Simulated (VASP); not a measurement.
**HfB2: relaxation of the atoms with r2SCAN**

HfB2:

```xyz
3
Lattice="3.0716 0.0000 0.0000 -1.5358 2.6601 0.0000 0.0000 0.0000 3.4110" Properties=species:S:1:pos:R:3 pbc="T T T"
Hf    0.0000    0.0000    0.0000
B     0.0000    1.7734    1.7055
B     1.5358    0.8867    1.7055
```

| Property | Result |
| --- | --- |
| Program | VASP 6.6.1 |
| Task | relaxation of the atoms |
| Functional | r2SCAN |
| Potentials or basis | VASP PAW PBE potentials, release 64 (Hf_pv, B) |
| Cutoff | 500 eV |
| k mesh | 12 × 12 × 10 |
| Occupations | fermi-dirac, width 0.1 eV |
| Spin | no spin polarisation |
| Dipole correction | no |
| Further INCAR settings | ALGO = Normal; EDIFF = 1e-07; IBRION = 2; EDIFFG = -0.01; NSW = 50 |

The pressure after relaxing is 17.5 GPa and the band gap on the k mesh is zero (bands 8 and 9 overlap by 1.52 eV).

Stress tensor (GPa, compression positive):
```
18.23  0.00  0.00
 0.00 18.23  0.00
 0.00  0.00 16.12
```

Final structure:
```
CELL_PARAMETERS angstrom
3.07162 0.00000 0.00000
-1.53581 2.66010 0.00000
0.00000 0.00000 3.41097
ATOMIC_POSITIONS crystal
Hf 0.00000 0.00000 0.00000
B 0.33333 0.66667 0.50000
B 0.66667 0.33333 0.50000
```

Levels at points of the mesh, in eV from the Fermi level:
| k point | band 6 | band 7 | band 8 | band 9 | band 10 | band 11 |
| --- | --- | --- | --- | --- | --- | --- |
| (0.00, 0.00, 0.00) | -3.29 | -3.29 | -3.19 | 4.45 | 4.45 | 5.17 |
| (0.50, 0.00, 0.00) | -4.75 | -3.88 | -3.30 | 2.19 | 2.95 | 6.26 |
| (0.00, 0.00, 0.50) | -1.40 | -1.40 | 0.25 | 0.25 | 1.02 | 1.02 |
| (0.50, 0.00, 0.50) | -5.61 | -5.32 | -3.00 | 4.38 | 4.67 | 6.91 |

Wall time 81 s on 1 thread of Intel(R) Xeon(R) 6975P-C (Granite Rapids) (shared host), peak memory 0.17 GiB.

Caveat: the relaxation stopped at its first step, so nothing moved; the PAW data sets were made with another functional, which shifts forces and pressure a little; spin-orbit coupling is left out, which moves the levels of the heavy elements.
